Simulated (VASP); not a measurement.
Ti: single point with LDA

The system is Ti.

```
Ti
1.0
     0.00000    2.00256    2.00256
     2.00256    0.00000    2.00256
     2.00256    2.00256    0.00000
Ti
1
Direct
  0.00000 0.00000 0.00000
```

This isn't the form of Ti at room conditions, which is hcp.

```yaml
Program: VASP 6.6.1
Task: single point
Functional: LDA
Potentials_or_basis: VASP PAW LDA potentials, release 64 (Ti_sv)
Cutoff: 500 eV
k_mesh: 15 × 15 × 15
Occupations: fermi-dirac, width 0.05 eV
Spin: no spin polarisation
```

- Pressure: -0.4 GPa
- Band gap on the k mesh: zero (bands 6 and 7 overlap by 1.21 eV)

Levels at points of the mesh, in eV from the Fermi level:
```tsv
k point	band 3	band 4	band 5	band 6	band 7	band 8	band 9	band 10
(0.00, 0.00, 0.00)	-32.03	-32.03	-6.20	0.88	0.88	0.88	2.67	2.67
```

Run time: 22 s on 1 thread of Intel Xeon 8259CL (shared host), peak memory 0.14 GiB.
